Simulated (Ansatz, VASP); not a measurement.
# Two plane-wave programs on BiTe

INCAR

```
SYSTEM = BiTe
ALGO     = Normal         ! electronic algorithm
EDIFF    = 1E-6           ! SCF threshold, eV
ENCUT    = 520            ! plane-wave cutoff, eV
GGA      = PE             ! functional
ISIF     = 2              ! what is computed and relaxed
ISMEAR   = 0              ! smearing method
LASPH    = .TRUE.         ! aspherical terms in the spheres
LCHARG   = .FALSE.        ! write CHGCAR
LREAL    = .FALSE.        ! projectors in reciprocal space
LWAVE    = .FALSE.        ! write WAVECAR
NBANDS   = 18             ! bands
NELM     = 80             ! most SCF steps
PREC     = Accurate       ! precision mode
SIGMA    = 0.15           ! smearing width, eV
```

File KPOINTS:

```
k-points
0
G
  12 12 12
  0 0 0
```

Contents of POSCAR:

```
BiTe
1.0
    2.4590483894      1.4197322496      3.4168107131
   -2.4590483894      1.4197322496      3.4168107131
    0.0000000000     -2.8394644991      3.4168107131
Bi Te
1 1
Direct
    0.5000000000      0.5000000000      0.5000000000
    0.0000000000      0.0000000000      0.0000000000
```

Input for Ansatz:

```yaml
crystal:
  lattice:
    - [2.4590483894, 1.4197322496, 3.4168107131]
    - [-2.4590483894, 1.4197322496, 3.4168107131]
    - [0.0, -2.8394644991, 3.4168107131]
  atoms:
    - { symbol: Bi, position: [0.5, 0.5, 0.5] }
    - { symbol: Te, position: [0.0, 0.0, 0.0] }
basis:
  ecutwfc: 420
kpoints:
  mp_grid: { grid: [12, 12, 12] }
hamiltonian:
  xc: pbe
scf:
  occupations: { method: gaussian, width: 0.15 }
output:
  forces: true
  stress: true
  eigenvalues: true
```

Change from the starting cell: strain +0.015 along x and y, +0.030 along z, atoms carried along.

Alike in both runs: task single point; functional PBE; k mesh 12 × 12 × 12; occupations gaussian, width 0.15 eV; no spin polarisation.

|  | VASP | Ansatz |
| --- | --- | --- |
| version | VASP 6.6.1 | Ansatz 0.2.0 |
| potentials or method | VASP PAW PBE potentials, release 64 (Bi_d, Te), cutoff 520 eV | scalar-relativistic, plane waves, PAW |
| valence electrons in the cell | 21 | 31 |

Ansatz gave:

| Property | Result |
| --- | --- |
| gap on the k mesh at the Fermi level (eV) | none |
| pressure (GPa) | -2.4 |
| traceless stress, the component that is largest in VASP (GPa) | 0.36 |

Task: What did VASP give for the same quantities?

Result: gap on the k mesh at the Fermi level (eV): none; pressure (GPa): -2.4; traceless stress, the component that is largest in VASP (GPa): 0.37.

A gap of «none» marks a metal or a gap that the smearing closes. With one functional, cell and mesh, what is left measures potentials, basis and numerics. VASP's potentials hold 21 valence electrons a cell and Ansatz's 31, so a difference there can come from the potentials and not from the codes.

Neither program's run includes spin-orbit coupling.
